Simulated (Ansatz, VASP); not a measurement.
SnO2 in VASP and in Ansatz

```
Sn O
1.0
     4.73735    0.07106    0.07106
     0.07106    4.73735    0.07106
     0.04780    0.04780    3.18640
Sn O
2 4
Direct
  0.00000 0.00000 0.00000
  0.50000 0.50000 0.50000
  0.30562 0.30562 0.00000
  0.19438 0.80562 0.50000
  0.69438 0.69438 0.00000
  0.80562 0.19438 0.50000
```

Change from the starting cell: equal xy, yz and zx shear strains of +3 %.

Alike in both runs: task single point; functional LDA; k mesh 4 × 4 × 6; occupations fermi-dirac, width 0.03 eV; no spin polarisation.

```csv
,VASP,Ansatz
version,VASP 6.6.1,Ansatz 0.2.0
potentials or method,"VASP PAW LDA potentials, release 64 (Sn_d, O), cutoff 520 eV","all-electron LAPW, scalar-relativistic"
```

Ansatz gave:

- gap on the k mesh at the Fermi level (eV): 1.11
- pressure (GPa): -0.3
- traceless stress, the component that is largest in VASP (GPa): -6.02
- rms of the force components (eV/Å): 0.122

Estimate VASP's values.

gap on the k mesh at the Fermi level (eV): 1.14; pressure (GPa): 0.6; traceless stress, the component that is largest in VASP (GPa): -6.07; rms of the force components (eV/Å): 0.126.

LDA's correlation is that of Perdew and Zunger in VASP and of Perdew and Wang (1992) in Ansatz. Atom by atom the forces differ by 0.012 eV/Å (rms over components). Ansatz ran all-electron here, and VASP with PAW potentials.
